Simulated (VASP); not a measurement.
# Sc (Pm-3m) in VASP: notebook

The runs below take Sc through single point, with PBE.

Everything below comes from runs of VASP 6.6.1. Logs are shortened: lines on timing, memory, paths and dates and some standing lists are left out, and cuts for length are marked.

### Step 1. The cell of the first run

Symmetry: Pm-3m, No. 221, cubic system. The conventional cell has a = 2.397 Å, b = 2.397 Å, c = 2.397 Å, α = 90.00°, β = 90.00°, γ = 90.00°. Within 3.2 Å of Sc (site symmetry m-3m) lie 6 Sc at 2.40 Å.

This isn't the form of Sc at room conditions, which is hcp.

### Step 2. Single point, PBE

Contents of INCAR:

```
ALGO = Normal
EDIFF = 1E-6
ENCUT = 520
GGA = PE
ISIF = 2
ISMEAR = 0
LASPH = True
LCHARG = False
LREAL = False
LWAVE = False
NBANDS = 12
NELM = 60
PREC = Accurate
SIGMA = 0.05
```

Contents of KPOINTS:

```
k-points
0
Gamma
  14 14 14
```

Contents of POSCAR:

```
Sc
1.0
    2.3971442964      0.0000000000      0.0000000000
    0.0000000000      2.3971442964      0.0000000000
    0.0000000000      0.0000000000      2.3971442964
Sc
1
Direct
    0.0000000000      0.0000000000      0.0000000000
```

Potentials or basis: VASP PAW PBE potentials, release 64 (Sc_sv).

Command:

```
$ cat potpaw_PBE.64/Sc_sv/POTCAR > POTCAR
$ mpirun -np 1 vasp_std > vasp.out
```

OUTCAR:

```text
EDIFF = 1E-6
   ENCUT = 520
   GGA = PE
   ISIF = 2
   ISMEAR = 0
   LASPH = True
   LREAL = False
   NELM = 60
   PREC = Accurate

 ion  position               nearest neighbor table
   1  0.000  0.000  0.000-

  LATTYP: Found a simple cubic cell.
 ALAT       =     2.3971442964

  Lattice vectors:

 A1 = (   2.3971442964,   0.0000000000,   0.0000000000)
 A2 = (   0.0000000000,   2.3971442964,   0.0000000000)
 A3 = (   0.0000000000,   0.0000000000,   2.3971442964)

Analysis of symmetry for initial positions (statically):
=====================================================================
 Subroutine PRICEL returns:
 Original cell was already a primitive cell.

 Routine SETGRP: Setting up the symmetry group for a
 simple cubic supercell.

 Subroutine GETGRP returns: Found 48 space group operations
 (whereof 48 operations were pure point group operations)
 out of a pool of 48 trial point group operations.

The static configuration has the point symmetry O_h .

Analysis of symmetry for dynamics (positions and initial velocities):
=====================================================================
 Subroutine PRICEL returns:
 Original cell was already a primitive cell.

 Routine SETGRP: Setting up the symmetry group for a
 simple cubic supercell.

 Subroutine GETGRP returns: Found 48 space group operations
 (whereof 48 operations were pure point group operations)
 out of a pool of 48 trial point group operations.

The dynamic configuration has the point symmetry O_h .

 Subroutine INISYM returns: Found 48 space group operations
 (whereof 48 operations are pure point group operations),
 and found     1 'primitive' translations

----------------------------------------------------------------------------------------

                                     Primitive cell

  volume of cell :      13.7747

  direct lattice vectors                    reciprocal lattice vectors
     2.397144296  0.000000000  0.000000000     0.417163039  0.000000000  0.000000000
     0.000000000  2.397144296  0.000000000     0.000000000  0.417163039  0.000000000
     0.000000000  0.000000000  2.397144296     0.000000000  0.000000000  0.417163039

  length of vectors
     2.397144296  2.397144296  2.397144296     0.417163039  0.417163039  0.417163039

  position of ions in fractional coordinates (direct lattice)
     0.000000000  0.000000000  0.000000000

  ion indices of the primitive-cell ions
   primitive index   ion index
                 1           1

----------------------------------------------------------------------------------------

 KPOINTS: k-points

Automatic generation of k-mesh.
 Grid dimensions read from file:
 generate k-points for:   14   14   14

 Generating k-lattice:

  Cartesian coordinates                     Fractional coordinates (reciprocal lattice)
     0.029797360  0.000000000  0.000000000     0.071428571  0.000000000  0.000000000
     0.000000000  0.029797360  0.000000000     0.000000000  0.071428571  0.000000000
     0.000000000  0.000000000  0.029797360     0.000000000  0.000000000  0.071428571

  Length of vectors
     0.029797360  0.029797360  0.029797360

  Shift w.r.t. Gamma in fractional coordinates (k-lattice)
     0.000000000  0.000000000  0.000000000

 Subroutine IBZKPT returns following result:
 ===========================================

 Found    120 irreducible k-points:

 Following reciprocal coordinates:
            Coordinates               Weight
  0.000000  0.000000  0.000000      1.000000
  0.071429  0.000000  0.000000      6.000000
  0.142857  0.000000  0.000000      6.000000
  0.214286  0.000000  0.000000      6.000000
  0.285714  0.000000  0.000000      6.000000
  0.357143  0.000000  0.000000      6.000000
[... 16 lines left out ...]
  0.285714  0.214286  0.000000     24.000000
  0.357143  0.214286  0.000000     24.000000
 [... further k-points ...]
   k-points           NKPTS =    120   k-points in BZ     NKDIM =    120   number of bands    NBANDS=     12
   number of dos      NEDOS =    301   number of ions     NIONS =      1
   total plane-waves  NPLWV =   5832
   dimension x,y,z NGX =    18 NGY =   18 NGZ =   18
   dimension x,y,z NGXF=    36 NGYF=   36 NGZF=   36
   ions per type =               1
   NGX,Y,Z   is equivalent  to a cutoff of  12.48, 12.48, 12.48 a.u.
   NGXF,Y,Z  is equivalent  to a cutoff of  24.97, 24.97, 24.97 a.u.
 SYSTEM =  unknown system
   PREC   = accura    normal or accurate (medium, high low for compatibility)
   ISTART =      0    job   : 0-new  1-cont  2-samecut
   ICHARG =      2    charge: 1-file 2-atom 10-const
   ISPIN  =      1    spin polarized calculation?
   LNONCOLLINEAR =      F non collinear calculations
   LSORBIT =      F    spin-orbit coupling
   LASPH  =      T    aspherical Exc in radial PAW
   ENCUT  =  520.0 eV  38.22 Ry    6.18 a.u.   4.46  4.46  4.46*2*pi/ulx,y,z
   NELM   =     60;   NELMIN=  2; NELMDL= -5     # of ELM steps
   EDIFF  = 0.1E-05   stopping-criterion for ELM
   LREAL  =      F    real-space projection
   EDIFFG = 0.1E-04   stopping-criterion for IOM
   NSW    =      0    number of steps for IOM
   IBRION =     -1    ionic relax: 0-MD 1-quasi-New 2-CG
   NFREE  =      0    steps in history (QN), initial steepest desc. (CG)
   ISIF   =      2    stress and relaxation
   ISYM   =      2    0-nonsym 1-usesym 2-fastsym
   POTIM  = 0.5000    time-step for ionic-motion
   TEBEG  =    0.0;   TEEND  =   0.0 temperature during run
   PSTRESS=    0.0 pullay stress
   NELECT =      11.0000    total number of electrons
   NUPDOWN=      -1.0000    fix difference up-down
   EMIN   =  10.00;   EMAX   =-10.00  energy-range for DOS
   EFERMI =   0.00;   METHOD = LEGACY
   ISMEAR =     0;   SIGMA  =   0.05  broadening in eV -4-tet -1-fermi 0-gaus
   EFERMI_NEDOS =   21; number of points for ismear=-14 and -15
   IALGO  =     38    algorithm
   IMIX   =      4    mixing-type and parameters
     AMIX     =   0.40;   BMIX     =  1.00
     AMIX_MAG =   1.60;   BMIX_MAG =  1.00
  volume/ion in A,a.u.               =      13.77        92.96
  Fermi-wavevector in a.u.,A,eV,Ry     =   1.518838  2.870188 31.386870  2.306870
  Thomas-Fermi vector in A             =   2.627905
   LORBIT       =      0    0 simple, 1 ext, 2 COOP (PROOUT), +10 PAW based schemes
   GGA     = PE    functional components
   LHFCALC =     F    Hartree Fock is set to
   AEXX    =    0.0000 exact exchange contribution
   IVDW    =     0    specifies the selected vdW correction
   LEPSILON=     F    determine dielectric tensor
   LRPA    =     F    only Hartree local field effects (RPA)
 non-spin polarized calculation
 Gauss-broadening in eV      SIGMA  =   0.05
  energy-cutoff  :      520.00
  volume of cell :       13.77
 maximum number of plane-waves:       386
 NGX is ok and might be reduce to    18
   NGX =  9   NGY =  9   NGZ =  9

 number of electron      11.0000008 magnetization

 Free energy of the ion-electron system (eV)
  ---------------------------------------------------
  ext. energy  EPLUGINS =         0.00000000
  ---------------------------------------------------
  free energy    TOTEN  =        -4.00111476 eV

  energy without entropy =       -3.99951182  energy(sigma->0) =       -4.00031329

 E-fermi :   7.9667     XC(G=0): -12.4426

 val. band max:        7.9643653438   @ k =   0.3571   0.3571   0.2857
 cond. band min:       7.9753304697   @ k =   0.2857   0.2143   0.0714
 fundamental gap:      0.0109651259
 Fermi energy:         7.9666554632

 k-point     1 :       0.0000    0.0000    0.0000
  band No.  band energies     occupation
      1     -41.2815      2.00000
      2     -18.2209      2.00000
      3     -18.2209      2.00000
      4     -18.2209      2.00000
      5       2.6688      2.00000
      6       6.3382      2.00000
      7       6.3382      2.00000
      8      15.0451      0.00000
      9      15.0451      0.00000
     10      15.0451      0.00000
     11      27.7490      0.00000
     12      27.7490      0.00000

 k-point     2 :       0.0714    0.0000    0.0000
  band No.  band energies     occupation
      1     -41.2541      2.00000
      2     -18.3879      2.00000
      3     -18.2069      2.00000
      4     -18.2069      2.00000
      5       2.8584      2.00000
      6       6.3922      2.00000
      7       6.5475      2.00000
      8      14.8166      0.00000
      9      14.8166      0.00000
     10      15.0615      0.00000
     11      26.6652      0.00000
     12      28.0639      0.00000

 k-point     3 :       0.1429    0.0000    0.0000
  band No.  band energies     occupation
      1     -41.1768      2.00000
      2     -18.8404      2.00000
      3     -18.1674      2.00000
      4     -18.1674      2.00000
      5       3.3731      2.00000
      6       6.5472      2.00000
      7       7.1472      2.00000
      8      14.2217      0.00000
      9      14.2217      0.00000
     10      15.1078      0.00000
     11      24.6429      0.00000
     12      28.9232      0.00000

 k-point     4 :       0.2143    0.0000    0.0000
  band No.  band energies     occupation
      1     -41.0628      2.00000
      2     -19.4598      2.00000
      3     -18.1098      2.00000
      4     -18.1098      2.00000
      5       4.1027      2.00000
      6       6.7806      2.00000
      7       8.0142      0.17905
      8      13.4530      0.00000
      9      13.4530      0.00000
     10      15.1753      0.00000
     11      22.7006      0.00000
     12      30.0004      0.00000

 k-point     5 :       0.2857    0.0000    0.0000
  band No.  band energies     occupation
      1     -40.9332      2.00000
      2     -20.1077      2.00000
      3     -18.0451      2.00000
      4     -18.0451      2.00000
      5       4.9581      2.00000
      6       7.0546      2.00000
      7       8.8769      0.00000
      8      12.6914      0.00000
      9      12.6914      0.00000
     10      15.2511      0.00000
     11      21.2213      0.00000
     12      28.4862      0.00000

 k-point     6 :       0.3571    0.0000    0.0000
  band No.  band energies     occupation
      1     -40.8134      2.00000
      2     -20.6622      2.00000
      3     -17.9861      2.00000
      4     -17.9861      2.00000
      5       5.8731      2.00000
      6       7.3168      2.00000
      7       9.3746      0.00000
      8      12.0666      0.00000
      9      12.0666      0.00000
     10      15.3202      0.00000
     11      20.4212      0.00000
     12      27.2796      0.00000

 k-point     7 :       0.4286    0.0000    0.0000
  band No.  band energies     occupation
      1     -40.7287      2.00000
      2     -21.0324      2.00000
      3     -17.9448      2.00000
      4     -17.9448      2.00000
      5       6.7259      2.00000
      6       7.5079      2.00000
      7       9.3474      0.00000
      8      11.6613      0.00000
      9      11.6613      0.00000
     10      15.3686      0.00000
     11      20.2410      0.00000
     12      26.4980      0.00000

 k-point     8 :       0.5000    0.0000    0.0000
  band No.  band energies     occupation
      1     -40.6981      2.00000
      2     -21.1620      2.00000
      3     -17.9300      2.00000
      4     -17.9300      2.00000
      5       7.1494      2.00000
      6       7.5783      2.00000
      7       9.1758      0.00000
      8      11.5214      0.00000
      9      11.5214      0.00000
     10      15.3859      0.00000
     11      20.2705      0.00000
     12      26.2273      0.00000
[... 166 lines left out ...]
 k-point    20 :       0.4286    0.1429    0.0000
  band No.  band energies     occupation
      1     -40.6310      2.00000
      2     -20.9335      2.00000
      3     -18.5022      2.00000
      4     -17.8960      2.00000
      5       6.8915      2.00000
      6       7.8391      1.99969
      7       8.7977      0.00000
      8      11.8055      0.00000
      9      12.7845      0.00000
     10      14.6965      0.00000
     11      20.2145      0.00000
     12      26.8506      0.00000

 k-point    21 :       0.5000    0.1429    0.0000
  band No.  band energies     occupation
      1     -40.6008      2.00000
      2     -21.0613      2.00000
      3     -18.4841      2.00000
      4     -17.8814      2.00000
      5       7.4230      2.00000
      6       7.6049      2.00000
      7       8.6466      0.00000
      8      11.6688      0.00000
      9      12.9061      0.00000
     10      14.7198      0.00000
     11      20.1068      0.00000
     12      26.7147      0.00000

 k-point    22 :       0.2143    0.2143    0.0000
  band No.  band energies     occupation
      1     -40.8498      2.00000
      2     -19.3641      2.00000
      3     -19.2396      2.00000
      4     -18.0026      2.00000
      5       5.1824      2.00000
      6       7.6253      2.00000
      7       9.1088      0.00000
      8      12.0769      0.00000
      9      13.4763      0.00000
     10      13.9054      0.00000
     11      23.5134      0.00000
     12      25.0730      0.00000

 k-point    23 :       0.2857    0.2143    0.0000
  band No.  band energies     occupation
      1     -40.7236      2.00000
      2     -19.9336      2.00000
      3     -19.2042      2.00000
      4     -17.9401      2.00000
      5       5.6635      2.00000
      6       7.7451      2.00000
      7       9.8092      0.00000
      8      12.0566      0.00000
      9      12.9182      0.00000
     10      13.8724      0.00000
     11      22.1502      0.00000
     12      25.4990      0.00000

 k-point    24 :       0.3571    0.2143    0.0000
  band No.  band energies     occupation
      1     -40.6071      2.00000
      2     -20.4679      2.00000
      3     -19.1227      2.00000
      4     -17.8831      2.00000
      5       6.0156      2.00000
      6       7.7954      2.00000
      7      10.0171      0.00000
      8      12.3454      0.00000
      9      12.7841      0.00000
     10      13.9670      0.00000
     11      20.8770      0.00000
     12      26.1262      0.00000

 [... further k-points ...]
[... 5 lines left out ...]
  --------------------------------------------------------------------------------------
  -------------------------------------------------------------------------------------
  Total        5.2785149      5.2785149      5.2785149     -0.0000000     -0.0000000      0.0000000
  in kB      613.9596061    613.9596061    613.9596061     -0.0000000     -0.0000000      0.0000000
  external PRESSURE =     613.9596061 kB  Pullay stress =       0.0000000 kB

 VOLUME and BASIS-vectors are now :
 -----------------------------------------------------------------------------
  energy-cutoff  :      520.00
  volume of cell :       13.77
      direct lattice vectors                 reciprocal lattice vectors
     2.397144296  0.000000000  0.000000000     0.417163039  0.000000000  0.000000000
     0.000000000  2.397144296  0.000000000     0.000000000  0.417163039  0.000000000
     0.000000000  0.000000000  2.397144296     0.000000000  0.000000000  0.417163039

 POSITION                                       TOTAL-FORCE (eV/Angst)
 -----------------------------------------------------------------------------------
      0.00000      0.00000      0.00000         0.000000      0.000000      0.000000
 -----------------------------------------------------------------------------------
    total drift:                               -0.000000      0.000000      0.000000

  FREE ENERGIE OF THE ION-ELECTRON SYSTEM (eV)
  ---------------------------------------------------
  free  energy   TOTEN  =        -4.0011147615 eV

  energy  without entropy=       -3.9995118163  energy(sigma->0) =       -4.00031329
```

Run time: 18 s. Hardware: 1 thread of Intel Xeon 8259CL, shared host; peak memory 0.13 GiB.

Results:

```
Free energy            : -4.0011 eV
Pressure               : 61.4 GPa
Band gap on the k mesh : zero (an odd number of electrons rules out a gap without spin polarisation)
```

Levels at points of the mesh, in eV from the Fermi level:
```
           k point  band 1  band 2  band 3  band 4  band 5  band 6  band 7  band 8  band 9  band 10
(0.00, 0.00, 0.00)  -49.25  -26.19  -26.19  -26.19   -5.30   -1.63   -1.63    7.08    7.08     7.08
(0.50, 0.00, 0.00)  -48.66  -29.13  -25.90  -25.90   -0.82   -0.39    1.21    3.55    3.55     7.42
(0.50, 0.50, 0.00)  -48.12  -28.57  -28.57  -25.63   -4.43    0.96    4.39    4.39    8.45     8.45
(0.50, 0.50, 0.50)  -47.62  -28.09  -28.09  -28.09   -1.97   -1.97   -1.97    8.54    9.33     9.33
```

Caveat: the cell stands under pressure.

(Part 1 of 2 ends here.)
